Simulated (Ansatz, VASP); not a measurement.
# Rb3Sr in VASP and in Ansatz

```xyz
4
Lattice="-3.4118 3.4118 6.9325 3.4118 -3.4118 6.9325 3.4118 3.4118 -6.9325" Properties=species:S:1:pos:R:3 pbc="T T T"
Sr    0.0000    0.0000    0.0000
Rb    0.0000    0.0000    6.9325
Rb    3.4118    0.0000    3.4662
Rb    0.0000    3.4118    3.4662
```

Alike in both runs: task single point; functional PBE; k mesh 6 × 6 × 6; occupations fermi-dirac, width 0.05 eV; no spin polarisation.

```csv
,VASP,Ansatz
version,VASP 6.6.1,Ansatz 0.2.0
potentials or method,"VASP PAW PBE potentials, release 64 (Sr_sv, Rb_sv)",Ansatz PAW
plane-wave cutoff (eV),520,420
valence electrons in the cell,37,37
```

```csv
,VASP,Ansatz,Ansatz less VASP
gap on the k mesh at the Fermi level (eV),none,none,-
pressure (GPa),0.0,0.0,0.00
```

A gap of «none» marks a metal or a gap that the smearing closes.
